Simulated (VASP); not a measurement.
# HC16 (a cell with a defect) in VASP: a series of runs

HC16 (a cell with a defect) is run at these levels: PBEsol; tasks: single point.

Program: VASP 6.6.1. These are calculated values, not measurements. Logs are shortened: lines on timing, memory, paths and dates and some standing lists are left out, and cuts for length are marked.

### 1 The cell of the first run

The cell holds a defect, 17 atoms: a = 5.049 Å, b = 5.049 Å, c = 5.049 Å, α = 60.00°, β = 60.00°, γ = 60.00°.

### 2 Single point, PBEsol

INCAR

```
SYSTEM = HC16
PREC = Accurate
ENCUT = 520
EDIFF = 1E-7
ISMEAR = 0
SIGMA = 0.02
LREAL = Auto
LASPH = .TRUE.
NELM = 100
ALGO = Normal
ISIF = 2
LWAVE = .FALSE.
LCHARG = .FALSE.
GGA = PS
NBANDS = 46
NELECT = 64.0
```

KPOINTS

```
regular mesh
0
G
  3 3 3
  0 0 0
```

POSCAR

```
HC16
1.0
    0.0000000000      3.5700000000      3.5700000000
    3.5700000000      0.0000000000      3.5700000000
    3.5700000000      3.5700000000      0.0000000000
C H
16 1
Direct
   -0.0169964986      0.0277934174     -0.0031245098
    0.1228281513      0.1179816527      0.1317233894
   -0.0088208683      0.0002001401      0.5041051821
    0.1174598039      0.1340004202      0.6216186275
   -0.0079969188      0.4868235294      0.0042750700
    0.1290099440      0.6001063025      0.1405710084
   -0.0127659664      0.5048085434      0.5045169468
    0.1186754902      0.6235460784      0.6270331933
    0.4955516807     -0.0015121849      0.0024413165
    0.6130207283      0.1300201681      0.1297504202
    0.4914824930      0.0031040616      0.5037214286
    0.6172343137      0.1258931373      0.6283446779
    0.4937359944      0.5017491597      0.0016822129
    0.6170883754      0.6229620448      0.1304875350
    0.4920759104      0.4997002801      0.5037837535
    0.6134464986      0.6288577031      0.6270299720
    1.0001418768      0.8043936975     -0.0514900560
```

Potentials or basis: VASP PAW PBE potentials, release 64 (C, H).

The run is started by

```sh
$ cat potpaw_PBE.64/C/POTCAR potpaw_PBE.64/H/POTCAR > POTCAR
$ mpirun -np 1 vasp_std > vasp.out
```

OUTCAR:

```text
SYSTEM = HC16
   PREC = Accurate
   ENCUT = 520
   EDIFF = 1E-7
   ISMEAR = 0
   LREAL = Auto
   LASPH = .TRUE.
   NELM = 100
   ISIF = 2
   GGA = PS
   NELECT = 64.0

 ion  position               nearest neighbor table
   1  0.983  0.028  0.997-  17 1.22   2 1.51  10 1.53   4 1.55   6 1.76
   2  0.123  0.118  0.132-   1 1.51   5 1.52   3 1.54   9 1.54
   3  0.991  0.000  0.504-   2 1.54  12 1.54   8 1.55   4 1.56
   4  0.117  0.134  0.622-   7 1.53  11 1.54   1 1.55   3 1.56
   5  0.992  0.487  0.004-   2 1.52  14 1.55   8 1.56   6 1.60
   6  0.129  0.600  0.141-  17 1.18   7 1.51  13 1.51   5 1.60   1 1.76
   7  0.987  0.505  0.505-   6 1.51   4 1.53   8 1.54  16 1.54
   8  0.119  0.624  0.627-   7 1.54  15 1.54   3 1.55   5 1.56
   9  0.496  0.998  0.002-   2 1.54  12 1.54  14 1.55  10 1.55
  10  0.613  0.130  0.130-   1 1.53  13 1.53  11 1.54   9 1.55
  11  0.491  0.003  0.504-  12 1.54  10 1.54   4 1.54  16 1.54
  12  0.617  0.126  0.628-  11 1.54  15 1.54   3 1.54   9 1.54
  13  0.494  0.502  0.002-   6 1.51  10 1.53  14 1.54  16 1.54
  14  0.617  0.623  0.130-  15 1.54  13 1.54   5 1.55   9 1.55
  15  0.492  0.500  0.504-  14 1.54   8 1.54  16 1.54  12 1.54
  16  0.613  0.629  0.627-   7 1.54  15 1.54  11 1.54  13 1.54
  17  0.000  0.804  0.949-   6 1.18   1 1.22

  LATTYP: Found a face centered cubic cell.
 ALAT       =     7.1400000000

  Lattice vectors:

 A1 = (   0.0000000000,   3.5700000000,   3.5700000000)
 A2 = (   3.5700000000,   0.0000000000,   3.5700000000)
 A3 = (   3.5700000000,   3.5700000000,   0.0000000000)

Analysis of symmetry for initial positions (statically):
=====================================================================
 Subroutine PRICEL returns:
 Original cell was already a primitive cell.

 Routine SETGRP: Setting up the symmetry group for a
 face centered cubic supercell.

 Subroutine GETGRP returns: Found  1 space group operations
 (whereof  1 operations were pure point group operations)
 out of a pool of 48 trial point group operations.

The static configuration has the point symmetry C_1 .

Analysis of symmetry for dynamics (positions and initial velocities):
=====================================================================
 Subroutine PRICEL returns:
 Original cell was already a primitive cell.

 Routine SETGRP: Setting up the symmetry group for a
 face centered cubic supercell.

 Subroutine GETGRP returns: Found  1 space group operations
 (whereof  1 operations were pure point group operations)
 out of a pool of 48 trial point group operations.

The dynamic configuration has the point symmetry C_1 .

[... 125 lines left out ...]
   POTIM  = 0.5000    time-step for ionic-motion
   TEBEG  =    0.0;   TEEND  =   0.0 temperature during run
   PSTRESS=    0.0 pullay stress
   NELECT =      64.0000    total number of electrons
   NUPDOWN=      -1.0000    fix difference up-down
   EMIN   =  10.00;   EMAX   =-10.00  energy-range for DOS
   EFERMI =   0.00;   METHOD = LEGACY
   ISMEAR =     0;   SIGMA  =   0.02  broadening in eV -4-tet -1-fermi 0-gaus
   EFERMI_NEDOS =   21; number of points for ismear=-14 and -15
   IALGO  =     38    algorithm
   IMIX   =      4    mixing-type and parameters
     AMIX     =   0.40;   BMIX     =  1.00
     AMIX_MAG =   1.60;   BMIX_MAG =  1.00
  volume/ion in A,a.u.               =       5.35        36.12
  Fermi-wavevector in a.u.,A,eV,Ry     =   1.455872  2.751200 28.838420  2.119564
  Thomas-Fermi vector in A             =   2.572856
   LORBIT       =      0    0 simple, 1 ext, 2 COOP (PROOUT), +10 PAW based schemes
   GGA     = PS    functional components
   LHFCALC =     F    Hartree Fock is set to
   AEXX    =    0.0000 exact exchange contribution
   IVDW    =     0    specifies the selected vdW correction
   LEPSILON=     F    determine dielectric tensor
   LRPA    =     F    only Hartree local field effects (RPA)
 non-spin polarized calculation
 Gauss-broadening in eV      SIGMA  =   0.02
  energy-cutoff  :      520.00
  volume of cell :       91.00
 maximum number of plane-waves:      2453
 NGX is ok and might be reduce to    40
   NGX = 19   NGY = 19   NGZ = 19

 number of electron      64.0000002 magnetization

 Free energy of the ion-electron system (eV)
  ---------------------------------------------------
  ext. energy  EPLUGINS =         0.00000000
  ---------------------------------------------------
  free energy    TOTEN  =      -163.81611586 eV

  energy without entropy =     -163.81611586  energy(sigma->0) =     -163.81611586

 E-fermi :  10.0642     XC(G=0): -13.4264

 val. band max:        9.8914679717   @ k =   0.0000   0.0000   0.0000
 cond. band min:      12.6505329274   @ k =   0.0000   0.0000   0.0000
 fundamental gap:      2.7590649557
 Fermi energy:        10.0641940643

 k-point     1 :       0.0000    0.0000    0.0000
  band No.  band energies     occupation
      1     -12.0498      2.00000
      2      -6.9630      2.00000
      3      -6.0041      2.00000
      4      -5.9422      2.00000
      5      -5.8760      2.00000
      6      -4.8585      2.00000
[... 647 lines left out ...]
     43      19.0502      0.00000
     44      19.3827      0.00000
 [bands above 44 left out]

------------------------ aborting loop because EDIFF is reached ----------------------------------------

  FORCE on cell =-STRESS in cart. coord.  units (eV):
  Direction    XX          YY          ZZ          XY          YZ          ZX
  --------------------------------------------------------------------------------------
  -------------------------------------------------------------------------------------
  Total       -9.5131536     -9.9411163     -9.4677750     -1.5989116     -1.8408829      2.3865049
  in kB     -167.4944604   -175.0294365   -166.6954968    -28.1514250    -32.4117221     42.0182803
  external PRESSURE =    -169.7397979 kB  Pullay stress =       0.0000000 kB

 VOLUME and BASIS-vectors are now :
 -----------------------------------------------------------------------------
  energy-cutoff  :      520.00
  volume of cell :       91.00
      direct lattice vectors                 reciprocal lattice vectors
     0.000000000  3.570000000  3.570000000    -0.140056022  0.140056022  0.140056022
     3.570000000  0.000000000  3.570000000     0.140056022 -0.140056022  0.140056022
     3.570000000  3.570000000  0.000000000     0.140056022  0.140056022 -0.140056022

 POSITION                                       TOTAL-FORCE (eV/Angst)
 -----------------------------------------------------------------------------------
      3.65807      7.06817      3.60855         0.001341      0.015673     -0.007754
      0.89145      0.90875      0.85969        -0.003744      0.013269     -0.004649
      1.80037      5.33817      3.53922         0.000886      0.000140     -0.004564
      2.69756      2.63851      0.89771        -0.003654     -0.008686     -0.004713
      1.75322      3.55671      5.27941         0.002133     -0.003114      0.000946
      2.64422      0.96240      2.60295         0.008015      0.005361     -0.004196
[... 9 lines left out ...]
      4.48352      4.42850      4.43503         0.013802     -0.005206     -0.005937
      6.25787      3.38669      2.87219        -0.046990     -0.020761      0.051367
 -----------------------------------------------------------------------------------
    total drift:                               -0.007675      0.006911      0.013711

  FREE ENERGIE OF THE ION-ELECTRON SYSTEM (eV)
  ---------------------------------------------------
  free  energy   TOTEN  =      -163.8161158582 eV

  energy  without entropy=     -163.8161158582  energy(sigma->0) =     -163.81611586
```

OSZICAR:

```text
N       E                     dE             d eps       ncg     rms          rms(c)
DAV:   1     0.157211608785E+03    0.15721E+03   -0.33933E+04  1288   0.136E+03
DAV:   2    -0.155452488937E+03   -0.31266E+03   -0.29499E+03  1648   0.261E+02
DAV:   3    -0.168403447240E+03   -0.12951E+02   -0.12841E+02  1672   0.499E+01
DAV:   4    -0.168581203111E+03   -0.17776E+00   -0.17722E+00  1688   0.613E+00
DAV:   5    -0.168585449067E+03   -0.42460E-02   -0.42429E-02  1636   0.853E-01    0.159E+01
DAV:   6    -0.165118413535E+03    0.34670E+01   -0.23232E+00  1560   0.694E+00    0.931E+00
DAV:   7    -0.163815858786E+03    0.13026E+01   -0.31437E+00  1544   0.779E+00    0.199E+00
DAV:   8    -0.163815097642E+03    0.76114E-03   -0.13002E-01  1648   0.189E+00    0.597E-01
DAV:   9    -0.163816229731E+03   -0.11321E-02   -0.12085E-02  1636   0.521E-01    0.103E-01
DAV:  10    -0.163816087603E+03    0.14213E-03   -0.63794E-04  1656   0.143E-01    0.516E-02
DAV:  11    -0.163816108942E+03   -0.21339E-04   -0.23435E-04  1638   0.816E-02    0.180E-02
DAV:  12    -0.163816114113E+03   -0.51714E-05   -0.26829E-05  1608   0.245E-02    0.927E-03
DAV:  13    -0.163816116074E+03   -0.19610E-05   -0.36045E-06  1562   0.101E-02    0.375E-03
DAV:  14    -0.163816115871E+03    0.20331E-06   -0.10152E-06  1576   0.466E-03    0.821E-04
DAV:  15    -0.163816115858E+03    0.12941E-07   -0.31992E-08   946   0.100E-03
   1 F= -.16381612E+03 E0= -.16381612E+03  d E =-.169398E-35
```

stdout:

```text
POSCAR found type information on POSCAR C H
 POSCAR found :  2 types and      17 ions
 scaLAPACK will be used
 -----------------------------------------------------------------------------
|                                                                             |
|                                                                             |
|     You enforced a specific xc type in the INCAR file but a different       |
|     I HOPE YOU KNOW WHAT YOU ARE DOING!                                     |
|                                                                             |
 -----------------------------------------------------------------------------

 LDA part: xc-table for (Slater+PW92), standard interpolation
 POSCAR, INCAR and KPOINTS ok, starting setup
 FFT: planning ... GRIDC
 FFT: planning ... GRID_SOFT
 FFT: planning ... GRID
 WAVECAR not read
 entering main loop
 the old and the new charge density differ
 old charge density:    65.00000 new   64.00000
    0.159E+01
```

Run time: 45 s. Hardware: 1 thread of Intel Xeon 6975P-C (Granite Rapids), shared host; peak memory 0.24 GiB.

What came out:

```yaml
Free_energy: -163.8161 eV
Largest_force: 0.073 eV/Å
```

Forces on the atoms (eV/Å):
```
C    0.001  0.016 -0.008
C   -0.004  0.013 -0.005
C    0.001  0.000 -0.005
C   -0.004 -0.009 -0.005
C    0.002 -0.003  0.001
C    0.008  0.005 -0.004
C    0.010 -0.005 -0.007
C    0.008 -0.004 -0.003
C   -0.003  0.004  0.005
C    0.007 -0.001 -0.015
C    0.001 -0.001 -0.004
C    0.004  0.003  0.000
C   -0.006  0.007  0.008
C    0.008  0.000 -0.001
C   -0.001  0.002 -0.004
C    0.014 -0.005 -0.006
H   -0.047 -0.021  0.051
```

Levels at points of the mesh, in eV from the Fermi level:
```csv
k point,band 29,band 30,band 31,band 32,band 33,band 34,band 35,band 36
"(0.00, 0.00, 0.00)",-2.81,-0.45,-0.36,-0.17,2.59,2.79,3.92,4.24
```

Caveat: the k points lie up to 0.51 Å⁻¹ apart; the cell carries a net charge on a neutralising background, which shifts energy and pressure; the cell is charged against a uniform background, so pressure and absolute levels hang on convention; the PAW data sets were made with another functional, which shifts forces and pressure a little.

### 3 Single point, PBEsol

INCAR

```
SYSTEM = HC16
PREC = Accurate ; ENCUT = 520
EDIFF = 1E-6 ; ISMEAR = 0
SIGMA = 0.02 ; LREAL = Auto
LASPH = .TRUE. ; NELM = 60
ALGO = Normal ; ISIF = 2
LWAVE = .FALSE. ; LCHARG = .FALSE.
GGA = PS ; NELECT = 64.0
NBANDS = 46
```

KPOINTS

```
Automatic mesh
0
G
  3 3 3
  0 0 0
```

POSCAR

```
HC16
1.0
    0.0000000000      3.5700000000      3.5700000000
    3.5700000000      0.0000000000      3.5700000000
    3.5700000000      3.5700000000      0.0000000000
C H
16 1
Direct
   -0.0116638655     -0.0126075630      0.0312170868
    0.1292890756      0.1206198880      0.1218610644
   -0.0019407563     -0.0056637255      0.4909830532
    0.1346201681      0.1299512605      0.6035411765
   -0.0028345938      0.4929474790      0.0043189076
    0.1232799720      0.6101768908      0.1389004202
   -0.0074124650      0.4941071429      0.5093208683
    0.1246211485      0.6165191877      0.6274102241
    0.5021507003     -0.0079787115      0.0016876751
    0.6196032213      0.1196623249      0.1325670868
    0.5000337535     -0.0077211485      0.5044424370
    0.6235647059      0.1202829132      0.6264929972
    0.4973117647      0.4935893557      0.0067616246
    0.6233445378      0.6179621849      0.1295229692
    0.4980740896      0.4935371148      0.5033645658
    0.6190431373      0.6173781513      0.6323865546
    1.0259140056      0.9214341737     -0.1891904762
```

Potentials or basis: VASP PAW PBE potentials, release 64 (C, H).

The run is started by

```sh
$ cat potpaw_PBE.64/C/POTCAR potpaw_PBE.64/H/POTCAR > POTCAR
$ mpirun -np 1 vasp_std > vasp.out
```

Wall time 43 s (1 thread of Intel Xeon 6975P-C (Granite Rapids), shared host); peak memory 0.24 GiB.

It converged, with:

```
Free energy   : -163.8231 eV
Largest force : 0.077 eV/Å
```

Forces in eV/Å, atoms in the order of the input:
```
C   -0.004 -0.010  0.018
C    0.000 -0.002  0.002
C    0.004  0.002 -0.012
C    0.018 -0.008  0.000
C    0.000  0.000  0.001
C   -0.005 -0.002 -0.004
C    0.017 -0.003 -0.006
C    0.006  0.000 -0.003
C    0.004 -0.008  0.005
C    0.001 -0.010 -0.001
C   -0.002  0.004  0.008
C    0.006  0.001  0.006
C    0.003 -0.005  0.000
C    0.004  0.001  0.002
C    0.002 -0.007 -0.001
C    0.005  0.001 -0.005
H   -0.060  0.047 -0.011
```

Levels at points of the mesh, in eV from the Fermi level:
```
           k point  band 30  band 31  band 32  band 33  band 34  band 35
(0.00, 0.00, 0.00)    -0.37    -0.25    -0.09     2.70     2.88     4.04
```

Caveat: the k points lie up to 0.51 Å⁻¹ apart; the cell carries a net charge on a neutralising background, which shifts energy and pressure; the cell is charged against a uniform background, so pressure and absolute levels hang on convention; the PAW data sets were made with another functional, which shifts forces and pressure a little.
